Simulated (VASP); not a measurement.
# KTaO3 (P4/mmm) in VASP: further runs

The runs below take KTaO3 through electric field gradients, with PBE.

Everything below comes from runs of VASP 6.6.1. Logs are shortened: lines on timing, memory, paths and dates and some standing lists are left out, and cuts for length are marked.

## 1. The cell of the first run

Symmetry: P4/mmm, No. 123, tetragonal system. The conventional cell has a = 4.028 Å, b = 4.028 Å, c = 3.988 Å, α = 90.00°, β = 90.00°, γ = 90.00°. Within 3.7 Å of K (site symmetry 4/mmm) lie 12 O at 2.83 to 2.85 Å and 8 Ta at 3.48 Å. Ta (site symmetry 4/mmm) has 6 O at 1.99 to 2.01 Å within 2.6 Å. Within 2.7 Å of O (site symmetry mmm) lie 2 Ta at 2.01 Å. O (site symmetry 4/mmm) has 2 Ta at 1.99 Å within 2.6 Å.

## 2. Electric field gradients, PBE (equal xx and yy strain of +1 %)

Contents of INCAR:

```
SYSTEM = KTaO3
PREC = Accurate
ENCUT = 520
EDIFF = 1E-8
ISMEAR = -1
SIGMA = 0.01
LREAL = .FALSE.
LASPH = .TRUE.
NELM = 120
ALGO = Normal
ISIF = 2
LWAVE = .FALSE.
LCHARG = .FALSE.
GGA = PE
LEFG = .TRUE.
NBANDS = 27
GGA_COMPAT = .FALSE.
```

Contents of KPOINTS:

```
regular mesh
0
G
  5 5 5
  0 0 0
```

Contents of POSCAR:

```
KTaO3
1.0
    4.0281830000      0.0000000000      0.0000000000
    0.0000000000      4.0281830000      0.0000000000
    0.0000000000      0.0000000000      3.9883000000
K Ta O
1 1 3
Direct
    0.5000000000      0.5000000000      0.5000000000
    0.0000000000      0.0000000000      0.0000000000
    0.5000000000      0.0000000000      0.0000000000
    0.0000000000      0.5000000000      0.0000000000
    0.0000000000      0.0000000000      0.5000000000
```

Potentials or basis: VASP PAW PBE potentials, release 64 (K_sv, Ta_pv, O).

Launch:

```
$ cat potpaw_PBE.64/K_sv/POTCAR potpaw_PBE.64/Ta_pv/POTCAR potpaw_PBE.64/O/POTCAR > POTCAR
$ mpirun -np 1 vasp_std > vasp.out
```

OUTCAR:

```text
SYSTEM = KTaO3
   PREC = Accurate
   ENCUT = 520
   EDIFF = 1E-8
   ISMEAR = -1
   LREAL = .FALSE.
   LASPH = .TRUE.
   NELM = 120
   ISIF = 2
   GGA = PE

 ion  position               nearest neighbor table
   1  0.500  0.500  0.500-   3 2.83   4 2.83   3 2.83   4 2.83   3 2.83   3 2.83   4 2.83   4 2.83
                             5 2.85   5 2.85   5 2.85   5 2.85   2 3.48   2 3.48   2 3.48   2 3.48
   2  0.000  0.000  0.000-   5 1.99   5 1.99   3 2.01   4 2.01   4 2.01   3 2.01   1 3.48   1 3.48
                             1 3.48   1 3.48   1 3.48   1 3.48   1 3.48   1 3.48
   3  0.500  0.000  0.000-   2 2.01   2 2.01   1 2.83   1 2.83   1 2.83   1 2.83
   4  0.000  0.500  0.000-   2 2.01   2 2.01   1 2.83   1 2.83   1 2.83   1 2.83
   5  0.000  0.000  0.500-   2 1.99   2 1.99   1 2.85   1 2.85   1 2.85   1 2.85

  LATTYP: Found a simple tetragonal cell.
 ALAT       =     4.0281830000
 C/A-ratio  =     0.9900990099

  Lattice vectors:

 A1 = (   4.0281830000,   0.0000000000,   0.0000000000)
 A2 = (   0.0000000000,   4.0281830000,   0.0000000000)
 A3 = (   0.0000000000,   0.0000000000,   3.9883000000)

Analysis of symmetry for initial positions (statically):
=====================================================================
 Subroutine PRICEL returns:
 Original cell was already a primitive cell.

 Routine SETGRP: Setting up the symmetry group for a
 simple tetragonal supercell.

 Subroutine GETGRP returns: Found 16 space group operations
 (whereof 16 operations were pure point group operations)
 out of a pool of 16 trial point group operations.

The static configuration has the point symmetry D_4h.

Analysis of symmetry for dynamics (positions and initial velocities):
=====================================================================
 Subroutine PRICEL returns:
 Original cell was already a primitive cell.

 Routine SETGRP: Setting up the symmetry group for a
 simple tetragonal supercell.

 Subroutine GETGRP returns: Found 16 space group operations
 (whereof 16 operations were pure point group operations)
 out of a pool of 16 trial point group operations.

The dynamic configuration has the point symmetry D_4h.

 Subroutine INISYM returns: Found 16 space group operations
 (whereof 16 operations are pure point group operations),
 and found     1 'primitive' translations

----------------------------------------------------------------------------------------

                                     Primitive cell

  volume of cell :      64.7152

  direct lattice vectors                    reciprocal lattice vectors
     4.028183000  0.000000000  0.000000000     0.248250886  0.000000000  0.000000000
     0.000000000  4.028183000  0.000000000     0.000000000  0.248250886  0.000000000
     0.000000000  0.000000000  3.988300000     0.000000000  0.000000000  0.250733395

  length of vectors
     4.028183000  4.028183000  3.988300000     0.248250886  0.248250886  0.250733395

  position of ions in fractional coordinates (direct lattice)
     0.500000000  0.500000000  0.500000000
     0.000000000  0.000000000  0.000000000
     0.500000000  0.000000000  0.000000000
     0.000000000  0.500000000  0.000000000
     0.000000000  0.000000000  0.500000000

  ion indices of the primitive-cell ions
   primitive index   ion index
                 1           1
                 2           2
                 3           3
                 4           4
                 5           5

----------------------------------------------------------------------------------------

 KPOINTS: regular mesh

Automatic generation of k-mesh.
 Grid dimensions read from file:
 generate k-points for:    5    5    5

 Generating k-lattice:
[... 38 lines left out ...]
   number of dos      NEDOS =    301   number of ions     NIONS =      5
   total plane-waves  NPLWV =  27000
   dimension x,y,z NGX =    30 NGY =   30 NGZ =   30
   dimension x,y,z NGXF=    60 NGYF=   60 NGZF=   60
   ions per type =               1   1   3
   NGX,Y,Z   is equivalent  to a cutoff of  12.38, 12.38, 12.51 a.u.
   NGXF,Y,Z  is equivalent  to a cutoff of  24.76, 24.76, 25.01 a.u.
 SYSTEM =  KTaO3
   PREC   = accura    normal or accurate (medium, high low for compatibility)
   ISTART =      0    job   : 0-new  1-cont  2-samecut
   ICHARG =      2    charge: 1-file 2-atom 10-const
   ISPIN  =      1    spin polarized calculation?
   LNONCOLLINEAR =      F non collinear calculations
   LSORBIT =      F    spin-orbit coupling
   LASPH  =      T    aspherical Exc in radial PAW
   ENCUT  =  520.0 eV  38.22 Ry    6.18 a.u.   7.49  7.49  7.42*2*pi/ulx,y,z
   NELM   =    120;   NELMIN=  2; NELMDL= -5     # of ELM steps
   EDIFF  = 0.1E-07   stopping-criterion for ELM
   LREAL  =      F    real-space projection
   EDIFFG = 0.1E-06   stopping-criterion for IOM
   NSW    =      0    number of steps for IOM
   IBRION =     -1    ionic relax: 0-MD 1-quasi-New 2-CG
   NFREE  =      0    steps in history (QN), initial steepest desc. (CG)
   ISIF   =      2    stress and relaxation
   ISYM   =      2    0-nonsym 1-usesym 2-fastsym
   POTIM  = 0.5000    time-step for ionic-motion
   TEBEG  =    0.0;   TEEND  =   0.0 temperature during run
   PSTRESS=    0.0 pullay stress
   NELECT =      38.0000    total number of electrons
   NUPDOWN=      -1.0000    fix difference up-down
   EMIN   =  10.00;   EMAX   =-10.00  energy-range for DOS
   EFERMI =   0.00;   METHOD = LEGACY
   ISMEAR =    -1;   SIGMA  =   0.01  broadening in eV -4-tet -1-fermi 0-gaus
   EFERMI_NEDOS =   21; number of points for ismear=-14 and -15
   IALGO  =     38    algorithm
   IMIX   =      4    mixing-type and parameters
     AMIX     =   0.40;   BMIX     =  1.00
     AMIX_MAG =   1.60;   BMIX_MAG =  1.00
  volume/ion in A,a.u.               =      12.94        87.34
  Fermi-wavevector in a.u.,A,eV,Ry     =   1.370884  2.590595 25.569732  1.879322
  Thomas-Fermi vector in A             =   2.496630
   LORBIT       =      0    0 simple, 1 ext, 2 COOP (PROOUT), +10 PAW based schemes
   GGA     = PE    functional components
[... 5 lines left out ...]
 non-spin polarized calculation
  energy-cutoff  :      520.00
  volume of cell :       64.72
 maximum number of plane-waves:      1767
 NGX is ok and might be reduce to    30
   NGX = 15   NGY = 15   NGZ = 15

 number of electron      37.9999979 magnetization

 Free energy of the ion-electron system (eV)
  ---------------------------------------------------
  ext. energy  EPLUGINS =         0.00000000
  ---------------------------------------------------
  free energy    TOTEN  =       -41.05348210 eV

  energy without entropy =      -41.05348210  energy(sigma->0) =      -41.05348210

 E-fermi :   1.8533     XC(G=0): -10.7705

 val. band max:        1.5608530312   @ k =   0.4000   0.4000   0.4000
 cond. band min:       3.7864868521   @ k =   0.0000   0.0000   0.0000
 fundamental gap:      2.2256338208
 Fermi energy:         1.8532767513

 k-point     1 :       0.0000    0.0000    0.0000
  band No.  band energies     occupation
      1     -32.5608      2.00000
      2     -32.5468      2.00000
      3     -32.5468      2.00000
      4     -25.6720      2.00000
      5     -15.8198      2.00000
      6     -15.1520      2.00000
[... 529 lines left out ...]
     26      12.8429      0.00000
     27      13.3644      0.00000

------------------------ aborting loop because EDIFF is reached ----------------------------------------

  FORCE on cell =-STRESS in cart. coord.  units (eV):
  Direction    XX          YY          ZZ          XY          YZ          ZX
  --------------------------------------------------------------------------------------
  -------------------------------------------------------------------------------------
  Total        0.3296907      0.3296907      1.7782603      0.0000000     -0.0000000      0.0000000
  in kB        8.1622718      8.1622718     44.0250359      0.0000000     -0.0000000      0.0000000
  external PRESSURE =      20.1165265 kB  Pullay stress =       0.0000000 kB

 VOLUME and BASIS-vectors are now :
 -----------------------------------------------------------------------------
  energy-cutoff  :      520.00
  volume of cell :       64.72
      direct lattice vectors                 reciprocal lattice vectors
     4.028183000  0.000000000  0.000000000     0.248250886  0.000000000  0.000000000
     0.000000000  4.028183000  0.000000000     0.000000000  0.248250886  0.000000000
     0.000000000  0.000000000  3.988300000     0.000000000  0.000000000  0.250733395

 POSITION                                       TOTAL-FORCE (eV/Angst)
 -----------------------------------------------------------------------------------
      2.01409      2.01409      1.99415         0.000000      0.000000      0.000000
      0.00000      0.00000      0.00000         0.000000      0.000000      0.000000
      2.01409      0.00000      0.00000         0.000000      0.000000      0.000000
      0.00000      2.01409      0.00000         0.000000      0.000000      0.000000
      0.00000      0.00000      1.99415         0.000000      0.000000      0.000000
 -----------------------------------------------------------------------------------
    total drift:                                0.000000     -0.000000      0.000000

  FREE ENERGIE OF THE ION-ELECTRON SYSTEM (eV)
  ---------------------------------------------------
  free  energy   TOTEN  =       -41.0534821049 eV

  energy  without entropy=      -41.0534821049  energy(sigma->0) =      -41.05348210

 Electric field gradients (V/A^2)
---------------------------------------------------------------------
 ion       V_xx      V_yy      V_zz      V_xy      V_xz      V_yz
---------------------------------------------------------------------
   1       0.472     0.472    -0.944    -0.000    -0.000    -0.000
   2      26.204    26.204   -52.408     0.000     0.000    -0.000
   3      24.693   -11.037   -13.656     0.000     0.000    -0.000
   4     -11.037    24.693   -13.656     0.000     0.000     0.000
   5      -9.367    -9.367    18.734     0.000    -0.000    -0.000
---------------------------------------------------------------------

 Electric field gradients after diagonalization (V/A^2)
 (convention: |V_zz| > |V_xx| > |V_yy|)
----------------------------------------------------------------------
 ion       V_xx      V_yy      V_zz     asymmetry (V_yy - V_xx)/ V_zz
----------------------------------------------------------------------
   1       0.472     0.472    -0.944       0.000
   2      26.204    26.204   -52.408       0.000
   3     -13.656   -11.037    24.693       0.106
   4     -13.656   -11.037    24.693       0.106
   5      -9.367    -9.367    18.734       0.000
----------------------------------------------------------------------

           NMR quadrupolar parameters

 Cq : quadrupolar parameter    Cq=e*Q*V_zz/h
 eta: asymmetry parameters     (V_yy - V_xx)/ V_zz
 Q  : nuclear electric quadrupole moment in mb (millibarn)
----------------------------------------------------------------------
 ion       Cq(MHz)       eta       Q (mb)
----------------------------------------------------------------------
   1      -0.002       0.000       1.000
   2      -0.127       0.000       1.000
   3       0.060       0.106       1.000
   4       0.060       0.106       1.000
   5       0.045       0.000       1.000
----------------------------------------------------------------------
```

Wall time 35 s (1 thread of AMD EPYC 9R45 (Zen 5), shared host); peak memory 0.15 GiB.

Results:

```
Free energy            : -41.0535 eV
Pressure               : 2.0 GPa
Band gap on the k mesh : 2.23 eV, indirect (least direct gap 2.74 eV)
```

Electric field gradients, principal values (V/Å²):
```
atom    least   middle  greatest (by size)
 1 K    0.472    0.472              -0.944
2 Ta   26.204   26.204             -52.408
 3 O  -11.037  -13.656              24.693
 4 O  -11.037  -13.656              24.693
 5 O   -9.367   -9.367              18.734
```

Caveat: the cell differs from its parent crystal (equal xx and yy strain of +1 %); without QUAD_EFG the Cq values of the log hold for a quadrupole moment of 1 mb, not for the nuclei; spin-orbit coupling is left out, which moves the levels of the heavy elements. A k mesh can miss the band edges.

## 3. Electric field gradients, PBE (equal xx and yy strain of +3 %)

Contents of INCAR:

```
SYSTEM = KTaO3
  PREC = Accurate
  ENCUT = 520
  EDIFF = 1E-8
  ISMEAR = -1
  SIGMA = 0.01
  LREAL = .FALSE.
  LASPH = .TRUE.
  NELM = 120
  ALGO = Normal
  ISIF = 2
  LWAVE = .FALSE.
  LCHARG = .FALSE.
  GGA = PE
  LEFG = .TRUE.
  NBANDS = 27
  GGA_COMPAT = .FALSE.
```

KPOINTS is that of step 2.

POSCAR, as its differences from that of step 2:

```diff
@@ -2,4 +2,4 @@
 1.0
-    4.0281830000      0.0000000000      0.0000000000
-    0.0000000000      4.0281830000      0.0000000000
+    4.1079490000      0.0000000000      0.0000000000
+    0.0000000000      4.1079490000      0.0000000000
     0.0000000000      0.0000000000      3.9883000000
```

Potentials or basis: VASP PAW PBE potentials, release 64 (K_sv, Ta_pv, O).

Launch:

```
$ cat potpaw_PBE.64/K_sv/POTCAR potpaw_PBE.64/Ta_pv/POTCAR potpaw_PBE.64/O/POTCAR > POTCAR
$ mpirun -np 1 vasp_std > vasp.out
```

OUTCAR:

```text
SYSTEM = KTaO3
   PREC = Accurate
   ENCUT = 520
   EDIFF = 1E-8
   ISMEAR = -1
   LREAL = .FALSE.
   LASPH = .TRUE.
   NELM = 120
   ISIF = 2
   GGA = PE

 ion  position               nearest neighbor table
   1  0.500  0.500  0.500-   3 2.86   4 2.86   3 2.86   4 2.86   3 2.86   3 2.86   4 2.86   4 2.86
                             2 3.52   2 3.52   2 3.52   2 3.52   2 3.52   2 3.52   2 3.52   2 3.52
   2  0.000  0.000  0.000-   5 1.99   5 1.99   3 2.05   4 2.05   4 2.05   3 2.05   1 3.52   1 3.52
                             1 3.52   1 3.52   1 3.52   1 3.52   1 3.52   1 3.52
   3  0.500  0.000  0.000-   2 2.05   2 2.05   1 2.86   1 2.86   1 2.86   1 2.86
   4  0.000  0.500  0.000-   2 2.05   2 2.05   1 2.86   1 2.86   1 2.86   1 2.86
   5  0.000  0.000  0.500-   2 1.99   2 1.99

  LATTYP: Found a simple tetragonal cell.
 ALAT       =     4.1079490000
[... 770 lines left out ...]
   4     -13.195    34.056   -20.861    -0.000     0.000    -0.000
   5      -8.404    -8.404    16.808    -0.000    -0.000     0.000
---------------------------------------------------------------------

 Electric field gradients after diagonalization (V/A^2)
 (convention: |V_zz| > |V_xx| > |V_yy|)
----------------------------------------------------------------------
 ion       V_xx      V_yy      V_zz     asymmetry (V_yy - V_xx)/ V_zz
----------------------------------------------------------------------
   1       1.197     1.197    -2.393       0.000
   2      73.958    73.958  -147.915       0.000
   3     -20.861   -13.195    34.056       0.225
   4     -20.861   -13.195    34.056       0.225
   5      -8.404    -8.404    16.808       0.000
----------------------------------------------------------------------

           NMR quadrupolar parameters

 Cq : quadrupolar parameter    Cq=e*Q*V_zz/h
 eta: asymmetry parameters     (V_yy - V_xx)/ V_zz
 Q  : nuclear electric quadrupole moment in mb (millibarn)
----------------------------------------------------------------------
 ion       Cq(MHz)       eta       Q (mb)
----------------------------------------------------------------------
   1      -0.006       0.000       1.000
   2      -0.358       0.000       1.000
   3       0.082       0.225       1.000
   4       0.082       0.225       1.000
   5       0.041       0.000       1.000
----------------------------------------------------------------------
```

stdout:

```text
POSCAR found type information on POSCAR K TaO
 POSCAR found :  3 types and       5 ions
 scaLAPACK will be used
 LDA part: xc-table for (Slater+PW92), standard interpolation
 POSCAR, INCAR and KPOINTS ok, starting setup
 FFT: planning ... GRIDC
 FFT: planning ... GRID_SOFT
 FFT: planning ... GRID
 WAVECAR not read
 entering main loop
ion   1

ion   2

ion   3

ion   4

ion   5
```

It took 38 s on 1 thread of AMD EPYC 9R45 (Zen 5), shared host; peak memory 0.16 GiB.

What came out:

* Free energy: -40.9958 eV
* Pressure: -4.8 GPa
* Band gap on the k mesh: 2.10 eV, indirect (least direct gap 2.62 eV)

Electric field gradients, principal values (V/Å²):
```
atom    least   middle  greatest (by size)
 1 K    1.197    1.197              -2.393
2 Ta   73.958   73.958            -147.915
 3 O  -13.195  -20.861              34.056
 4 O  -13.195  -20.861              34.056
 5 O   -8.404   -8.404              16.808
```

Caveat: the cell differs from its parent crystal (equal xx and yy strain of +3 %); without QUAD_EFG the Cq values of the log hold for a quadrupole moment of 1 mb, not for the nuclei; spin-orbit coupling is left out, which moves the levels of the heavy elements. A k mesh can miss the band edges.
